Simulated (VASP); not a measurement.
Here is a VASP 6.6.1 calculation.

File INCAR:

```
SYSTEM = H14CO8
PREC = Accurate ; ENCUT = 520
EDIFF = 1E-6 ; ISMEAR = -1
SIGMA = 0.02 ; LREAL = Auto
LASPH = .True. ; NELM = 60
ALGO = Normal ; ISIF = 2
LWAVE = .False. ; LCHARG = .True.
GGA = PE ; IVDW = 12
LELF = .True. ; LVHAR = .True.
NBANDS = 50
```

The input KPOINTS:

```
regular mesh
0
Gamma
  1 1 1
  0 0 0
```

The input POSCAR:

```
H14CO8
1.0
    6.0248970000      0.0000000000      0.0000000000
    0.0000000000      6.0248970000      0.0000000000
    0.0000000000      0.0000000000      6.0248970000
O H C
8 14 1
Direct
    0.3386115978      0.3407527133      0.7437637523
    0.6371561207      0.2428091302      1.0453124759
    0.7161948163      0.3885211648      0.5326066155
    0.9924319038      1.0160339671      0.7234978457
    0.1536955736      0.6361270574      0.4789625449
    0.2467428074      0.0764826353      0.2975154596
    0.6903022574      0.7156470891     -0.1779117552
    0.6901860729      0.8407114678      0.1837209831
    0.2663614000      0.2182775905      0.6718621082
    0.2693821986      0.4549123412      0.6325419339
    0.5160420170      0.2847517559      0.9481323913
    0.6391810516      0.0709887655      1.1141103325
    0.8130595428      0.5072783817      0.5875619118
    0.5825327802      0.3703797758      0.6236953096
    0.9283312229      1.1537292671      0.6597789141
    1.0096106207      0.9224722016      0.5961927648
    0.1965178824      0.7625690530      0.3634253001
    0.1315043228      0.4967885758      0.4159241229
    0.1555047331      0.0468389750      0.1759864111
    0.3451179331      0.1742602405      0.2259789669
    0.7588179516      0.8824383222     -0.1901443294
    0.5944665942      0.5215524846      0.0869060500
    0.6557954435      0.6953645847      0.0369964831
```

Potentials or basis: VASP PAW PBE potentials, release 64 (O, H, C).

Command:

```console
$ cat potpaw_PBE.64/O/POTCAR potpaw_PBE.64/H/POTCAR potpaw_PBE.64/C/POTCAR > POTCAR
$ mpirun -np 1 vasp_gam > vasp.out
```

**Question.** Estimate the pressure.

**Answer.** 1.3 GPa.

**Question.** Predict the band gap on the k mesh.

**Answer.** 3.98 eV.

Forces on the atoms (eV/Å):
```
O   -1.259  1.671 -1.609
O    0.478 -1.925  1.825
O    1.703 -0.490 -0.939
O   -0.455  0.895  0.490
O    0.642  4.041 -0.260
O   -0.467 -0.779  2.051
O    0.324  2.816  1.225
O   -0.533 -0.724 -1.407
H   -0.192 -1.783  0.327
H    1.418  0.203  2.035
H   -0.501 -0.763 -0.550
H    0.215  1.985 -1.259
H   -1.014 -0.249  0.070
H    0.156  0.326  0.340
H   -0.514  0.031  0.152
H    0.233 -0.741 -0.621
H   -0.169 -2.289  1.658
H   -0.801 -1.655 -2.221
H   -2.084 -0.580 -1.784
H    2.320  1.317 -0.526
H   -0.086 -1.609 -0.496
H    0.700  0.792 -0.142
C   -0.113 -0.489  1.642
```

Caveat: the k points lie up to 1.04 Å⁻¹ apart.
